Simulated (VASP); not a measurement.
Here is a VASP 6.6.1 calculation.

The input INCAR:

```
  ALGO = Fast
  EDIFF = 1E-6
  EDIFFG = -0.04
  ENCUT = 600
  GGA = PE
  IBRION = 2
  ISIF = 3
  ISMEAR = 0
  LASPH = True
  LCHARG = False
  LREAL = False
  LWAVE = False
  NELM = 60
  NSW = 90
  PREC = Accurate
  SIGMA = 0.1
```

File KPOINTS:

```
k-points
0
Gamma
  6 6 4
```

POSCAR

```
Ir2Rh
1.0
    2.7052054600      0.0000000000      0.0000000000
   -1.3526027300      2.3427766500      0.0000000000
    0.0000000000      0.0000000000      6.6263730200
Ir Rh
2 1
Direct
    0.3333333300      0.6666666700      0.6666666700
    0.6666666700      0.3333333300      0.3333333300
    0.0000000000      0.0000000000      0.0000000000
```

Potentials or basis: VASP PAW PBE potentials, release 64 (Ir, Rh_pv).

The run is started by

```sh
$ cat potpaw_PBE.64/Ir/POTCAR potpaw_PBE.64/Rh_pv/POTCAR > POTCAR
$ mpirun -np 1 vasp_std > vasp.out
```

Question: What does it give for the relaxed volume?

Answer: 14.37 Å³/atom.

Question: Estimate the relaxed cell.

Answer: a = 2.737 Å, b = 2.737 Å, c = 6.644 Å, α = 90.00°, β = 90.00°, γ = 120.00°.

Stress tensor (GPa, compression positive):
```
-0.03  0.00  0.00
 0.00 -0.03  0.00
 0.00  0.00  0.24
```

Caveat: the k points lie up to 0.44 Å⁻¹ apart in the final cell.
